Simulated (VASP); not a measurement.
# Ce (Im-3m) in VASP: notebook

Runs on Ce. Level: PBE. Tasks: single point.

Program: VASP 6.6.1. These are calculated values, not measurements. Logs are shortened: lines on timing, memory, paths and dates and some standing lists are left out, and cuts for length are marked.

### Step 1. The cell of the first run

Symmetry: Im-3m, No. 229, cubic system. The conventional cell has a = 3.867 Å, b = 3.867 Å, c = 3.867 Å, α = 90.00°, β = 90.00°, γ = 90.00°. Ce (site symmetry m-3m) has 14 Ce at 3.35 to 3.87 Å within 4.4 Å.

This isn't the form of Ce at room conditions, which is fcc.

### Step 2. Single point, PBE

INCAR

```
PREC = Accurate
ENCUT = 520
EDIFF = 1E-7
ISMEAR = -1
SIGMA = 0.06122561905347299
LREAL = F
LASPH = T
NELM = 100
ALGO = Normal
ISIF = 2
LWAVE = F
LCHARG = T
GGA = PE
LELF = T
LVHAR = T
NBANDS = 12
```

KPOINTS

```
regular mesh
0
Gamma
  20 20 20
```

POSCAR

```
Ce
1.0
   -1.9333658949      1.9333658949      1.9333658949
    1.9333658949     -1.9333658949      1.9333658949
    1.9333658949      1.9333658949     -1.9333658949
Ce
1
Direct
    0.0000000000      0.0000000000      0.0000000000
```

Potentials or basis: VASP PAW PBE potentials, release 64 (Ce).

Command:

```sh
$ cat potpaw_PBE.64/Ce/POTCAR > POTCAR
$ mpirun -np 1 vasp_std > vasp.out
```

OUTCAR:

```text
PREC = Accurate
   ENCUT = 520
   EDIFF = 1E-7
   ISMEAR = -1
   LREAL = F
   LASPH = T
   NELM = 100
   ISIF = 2
   GGA = PE

 ion  position               nearest neighbor table
   1  0.000  0.000  0.000-

  LATTYP: Found a body centered cubic cell.
 ALAT       =     3.8667317898

  Lattice vectors:

 A1 = (  -1.9333658949,   1.9333658949,   1.9333658949)
 A2 = (   1.9333658949,  -1.9333658949,   1.9333658949)
 A3 = (   1.9333658949,   1.9333658949,  -1.9333658949)

Analysis of symmetry for initial positions (statically):
=====================================================================
 Subroutine PRICEL returns:
 Original cell was already a primitive cell.

 Routine SETGRP: Setting up the symmetry group for a
 body centered cubic supercell.

 Subroutine GETGRP returns: Found 48 space group operations
 (whereof 48 operations were pure point group operations)
 out of a pool of 48 trial point group operations.

The static configuration has the point symmetry O_h .

Analysis of symmetry for dynamics (positions and initial velocities):
=====================================================================
 Subroutine PRICEL returns:
 Original cell was already a primitive cell.

 Routine SETGRP: Setting up the symmetry group for a
 body centered cubic supercell.

 Subroutine GETGRP returns: Found 48 space group operations
 (whereof 48 operations were pure point group operations)
 out of a pool of 48 trial point group operations.

The dynamic configuration has the point symmetry O_h .

 Subroutine INISYM returns: Found 48 space group operations
 (whereof 48 operations are pure point group operations),
 and found     1 'primitive' translations

----------------------------------------------------------------------------------------

                                     Primitive cell

  volume of cell :      28.9069

  direct lattice vectors                    reciprocal lattice vectors
    -1.933365895  1.933365895  1.933365895     0.000000000  0.258616334  0.258616334
     1.933365895 -1.933365895  1.933365895     0.258616334  0.000000000  0.258616334
     1.933365895  1.933365895 -1.933365895     0.258616334  0.258616334  0.000000000

  length of vectors
     3.348687960  3.348687960  3.348687960     0.365738727  0.365738727  0.365738727

  position of ions in fractional coordinates (direct lattice)
     0.000000000  0.000000000  0.000000000

  ion indices of the primitive-cell ions
   primitive index   ion index
                 1           1

----------------------------------------------------------------------------------------

 KPOINTS: regular mesh

Automatic generation of k-mesh.
 Grid dimensions read from file:
 generate k-points for:   20   20   20

 Generating k-lattice:

  Cartesian coordinates                     Fractional coordinates (reciprocal lattice)
     0.000000000  0.012930817  0.012930817     0.050000000  0.000000000  0.000000000
     0.012930817  0.000000000  0.012930817     0.000000000  0.050000000  0.000000000
     0.012930817  0.012930817  0.000000000     0.000000000  0.000000000  0.050000000

  Length of vectors
     0.018286936  0.018286936  0.018286936

  Shift w.r.t. Gamma in fractional coordinates (k-lattice)
     0.000000000  0.000000000  0.000000000

 Subroutine IBZKPT returns following result:
 ===========================================

 Found    256 irreducible k-points:

 Following reciprocal coordinates:
            Coordinates               Weight
  0.000000  0.000000  0.000000      1.000000
  0.050000  0.000000  0.000000     12.000000
  0.100000  0.000000  0.000000     12.000000
  0.150000  0.000000  0.000000     12.000000
  0.200000  0.000000  0.000000     12.000000
  0.250000  0.000000  0.000000     12.000000
[... 16 lines left out ...]
  0.200000  0.100000  0.000000     48.000000
  0.250000  0.100000  0.000000     48.000000
 [... further k-points ...]
   k-points           NKPTS =    256   k-points in BZ     NKDIM =    256   number of bands    NBANDS=     12
   number of dos      NEDOS =    301   number of ions     NIONS =      1
   total plane-waves  NPLWV =  21952
   dimension x,y,z NGX =    28 NGY =   28 NGZ =   28
   dimension x,y,z NGXF=    56 NGYF=   56 NGZF=   56
   ions per type =               1
   NGX,Y,Z   is equivalent  to a cutoff of  13.90, 13.90, 13.90 a.u.
   NGXF,Y,Z  is equivalent  to a cutoff of  27.80, 27.80, 27.80 a.u.
 SYSTEM =  unknown system
   PREC   = accura    normal or accurate (medium, high low for compatibility)
   ISTART =      0    job   : 0-new  1-cont  2-samecut
   ICHARG =      2    charge: 1-file 2-atom 10-const
   ISPIN  =      1    spin polarized calculation?
   LNONCOLLINEAR =      F non collinear calculations
   LSORBIT =      F    spin-orbit coupling
   LASPH  =      T    aspherical Exc in radial PAW
   ENCUT  =  520.0 eV  38.22 Ry    6.18 a.u.   6.23  6.23  6.23*2*pi/ulx,y,z
   NELM   =    100;   NELMIN=  2; NELMDL= -5     # of ELM steps
   EDIFF  = 0.1E-06   stopping-criterion for ELM
   LREAL  =      F    real-space projection
   EDIFFG = 0.1E-05   stopping-criterion for IOM
   NSW    =      0    number of steps for IOM
   IBRION =     -1    ionic relax: 0-MD 1-quasi-New 2-CG
   NFREE  =      0    steps in history (QN), initial steepest desc. (CG)
   ISIF   =      2    stress and relaxation
   ISYM   =      2    0-nonsym 1-usesym 2-fastsym
   POTIM  = 0.5000    time-step for ionic-motion
   TEBEG  =    0.0;   TEEND  =   0.0 temperature during run
   PSTRESS=    0.0 pullay stress
   NELECT =      12.0000    total number of electrons
   NUPDOWN=      -1.0000    fix difference up-down
   EMIN   =  10.00;   EMAX   =-10.00  energy-range for DOS
   EFERMI =   0.00;   METHOD = LEGACY
   ISMEAR =    -1;   SIGMA  =   0.06  broadening in eV -4-tet -1-fermi 0-gaus
   EFERMI_NEDOS =   21; number of points for ismear=-14 and -15
   IALGO  =     38    algorithm
   IMIX   =      4    mixing-type and parameters
     AMIX     =   0.40;   BMIX     =  1.00
     AMIX_MAG =   1.60;   BMIX_MAG =  1.00
  volume/ion in A,a.u.               =      28.91       195.07
  Fermi-wavevector in a.u.,A,eV,Ry     =   1.221240  2.307810 20.292115  1.491428
  Thomas-Fermi vector in A             =   2.356430
   LORBIT       =      0    0 simple, 1 ext, 2 COOP (PROOUT), +10 PAW based schemes
   GGA     = PE    functional components
   LHFCALC =     F    Hartree Fock is set to
   AEXX    =    0.0000 exact exchange contribution
   IVDW    =     0    specifies the selected vdW correction
   LEPSILON=     F    determine dielectric tensor
   LRPA    =     F    only Hartree local field effects (RPA)
 non-spin polarized calculation
  energy-cutoff  :      520.00
  volume of cell :       28.91
 maximum number of plane-waves:       798
 NGX is ok and might be reduce to    28
   NGX = 13   NGY = 13   NGZ = 13

 number of electron      12.0000000 magnetization

 Free energy of the ion-electron system (eV)
  ---------------------------------------------------
  ext. energy  EPLUGINS =         0.00000000
  ---------------------------------------------------
  free energy    TOTEN  =        -5.71633501 eV

  energy without entropy =       -5.65593180  energy(sigma->0) =       -5.68613341

 E-fermi :   8.3609     XC(G=0): -10.8641

 val. band max:        8.3588336201   @ k =  -0.2500   0.2500   0.0500
 cond. band min:       8.3649313043   @ k =  -0.3500  -0.3500   0.0500
 fundamental gap:      0.0060976842
 Fermi energy:         8.3609138641

 k-point     1 :       0.0000    0.0000    0.0000
  band No.  band energies     occupation
      1     -26.2783      2.00000
      2      -7.7796      2.00000
      3      -7.7796      2.00000
      4      -7.7796      2.00000
      5       5.3855      2.00000
      6       8.4775      0.25933
      7       8.4775      0.25933
      8       8.4775      0.25933
      9       9.2398      0.00000
     10       9.2398      0.00000
     11       9.2398      0.00000
     12       9.4620      0.00000

 k-point     2 :       0.0500    0.0000    0.0000
  band No.  band energies     occupation
      1     -26.2689      2.00000
      2      -7.8455      2.00000
      3      -7.7982      2.00000
      4      -7.7806      2.00000
      5       5.4929      2.00000
      6       8.4564      0.34730
      7       8.4727      0.27755
      8       8.4790      0.25370
      9       9.2145      0.00000
     10       9.2184      0.00000
     11       9.2331      0.00000
     12       9.4059      0.00000

 k-point     3 :       0.1000    0.0000    0.0000
  band No.  band energies     occupation
      1     -26.2413      2.00000
      2      -8.0324      2.00000
      3      -7.8516      2.00000
      4      -7.7837      2.00000
      5       5.7934      2.00000
      6       8.3979      0.70706
      7       8.4578      0.34096
      8       8.4835      0.23778
      9       9.1459      0.00001
     10       9.1553      0.00000
     11       9.2152      0.00000
     12       9.3482      0.00000
[... 286 lines left out ...]
 k-point    23 :       0.2000    0.1000    0.0000
  band No.  band energies     occupation
      1     -26.0611      2.00000
      2      -9.0559      2.00000
      3      -8.1638      2.00000
      4      -7.8786      2.00000
      5       7.0787      2.00000
      6       8.1931      1.87870
      7       8.4289      0.49541
      8       8.5923      0.04465
      9       8.9663      0.00010
     10       9.0155      0.00005
     11       9.1111      0.00001
     12       9.2488      0.00000

 k-point    24 :       0.2500    0.1000    0.0000
  band No.  band energies     occupation
      1     -26.0006      2.00000
      2      -9.3498      2.00000
      3      -8.2888      2.00000
      4      -7.8897      2.00000
      5       7.0364      2.00000
      6       8.1871      1.88948
      7       8.5301      0.11874
      8       8.6576      0.01561
      9       8.9282      0.00019
     10       9.0500      0.00003
     11       9.1170      0.00001
     12       9.2367      0.00000

 [... further k-points ...]

------------------------ aborting loop because EDIFF is reached ----------------------------------------

  FORCE on cell =-STRESS in cart. coord.  units (eV):
  Direction    XX          YY          ZZ          XY          YZ          ZX
  --------------------------------------------------------------------------------------
  -------------------------------------------------------------------------------------
  Total       -0.2897577     -0.2897577     -0.2897577     -0.0000000     -0.0000000      0.0000000
  in kB      -16.0599211    -16.0599211    -16.0599211     -0.0000000     -0.0000000      0.0000000
  external PRESSURE =     -16.0599211 kB  Pullay stress =       0.0000000 kB

 VOLUME and BASIS-vectors are now :
 -----------------------------------------------------------------------------
  energy-cutoff  :      520.00
  volume of cell :       28.91
      direct lattice vectors                 reciprocal lattice vectors
    -1.933365895  1.933365895  1.933365895     0.000000000  0.258616334  0.258616334
     1.933365895 -1.933365895  1.933365895     0.258616334  0.000000000  0.258616334
     1.933365895  1.933365895 -1.933365895     0.258616334  0.258616334  0.000000000

 POSITION                                       TOTAL-FORCE (eV/Angst)
 -----------------------------------------------------------------------------------
      0.00000      0.00000      0.00000        -0.000000      0.000000     -0.000000
 -----------------------------------------------------------------------------------
    total drift:                               -0.000000     -0.000000      0.000000

  FREE ENERGIE OF THE ION-ELECTRON SYSTEM (eV)
  ---------------------------------------------------
  free  energy   TOTEN  =        -5.7163350130 eV

  energy  without entropy=       -5.6559317977  energy(sigma->0) =       -5.68613341
```

Wall time 57 s (1 thread of Intel Xeon 6975P-C (Granite Rapids), shared host); peak memory 0.25 GiB.

What came out:

| Property | Result |
| --- | --- |
| Free energy | -5.7163 eV |
| Pressure | -1.6 GPa |
| Band gap on the k mesh | zero (bands 6 and 7 overlap by 0.84 eV) |

Levels at points of the mesh, in eV from the Fermi level:
| k point | band 3 | band 4 | band 5 | band 6 | band 7 | band 8 | band 9 | band 10 |
| --- | --- | --- | --- | --- | --- | --- | --- | --- |
| (0.00, 0.00, 0.00) | -16.14 | -16.14 | -2.98 | 0.12 | 0.12 | 0.12 | 0.88 | 0.88 |
| (0.50, 0.00, 0.00) | -16.84 | -16.19 | -2.05 | -0.30 | 0.17 | 0.36 | 0.50 | 0.72 |
| (0.50, 0.50, 0.50) | -17.64 | -17.64 | -2.41 | -2.41 | 0.27 | 0.52 | 0.52 | 0.52 |

Caveat: spin-orbit coupling is left out, which moves the levels of the heavy elements; semilocal functionals describe open f shells poorly, which spoils levels, moments and volumes. Spin polarisation is off, so any magnetic state and its effect on volume and gap are missing.

### Step 3. Single point, PBE

INCAR

```
SYSTEM = Ce
ALGO     = Normal         ! electronic algorithm
EDIFF    = 1E-7           ! SCF threshold, eV
ENCUT    = 520            ! plane-wave cutoff, eV
GGA      = PE             ! functional
ISIF     = 2              ! what is computed and relaxed
ISMEAR   = -1             ! smearing method
LASPH    = .True.         ! aspherical terms in the spheres
LCHARG   = .True.         ! write CHGCAR
LELF     = .True.         ! ELF
LREAL    = .False.        ! projectors in reciprocal space
LVHAR    = .True.       
LWAVE    = .False.        ! write WAVECAR
NBANDS   = 12             ! bands
NELM     = 100            ! most SCF steps
PREC     = Accurate       ! precision mode
SIGMA    = 0.06122561905347299 ! smearing width, eV
```

KPOINTS

```
k-points
0
Gamma
  20 20 20
  0 0 0
```

POSCAR is that of step 2.

Potentials or basis: VASP PAW PBE potentials, release 64 (Ce).

Command:

```sh
$ cat potpaw_PBE.64/Ce/POTCAR > POTCAR
$ mpirun -np 1 vasp_std > vasp.out
```

It took 56 s on 1 thread of Intel Xeon 6975P-C (Granite Rapids), shared host; peak memory 0.25 GiB.

Results (log left out):

| Property | Result |
| --- | --- |
| Free energy | -5.7163 eV |
| Pressure | -1.6 GPa |
| Band gap on the k mesh | zero (bands 6 and 7 overlap by 0.84 eV) |

Levels at points of the mesh, in eV from the Fermi level:
```csv
k point,band 2,band 3,band 4,band 5,band 6,band 7,band 8,band 9,band 10,band 11
"(0.00, 0.00, 0.00)",-16.14,-16.14,-16.14,-2.98,0.12,0.12,0.12,0.88,0.88,0.88
"(0.50, 0.00, 0.00)",-18.39,-16.84,-16.19,-2.05,-0.30,0.17,0.36,0.50,0.72,0.81
"(0.50, 0.50, 0.50)",-17.64,-17.64,-17.64,-2.41,-2.41,0.27,0.52,0.52,0.52,0.92
```

Caveat: spin-orbit coupling is left out, which moves the levels of the heavy elements; semilocal functionals describe open f shells poorly, which spoils levels, moments and volumes.
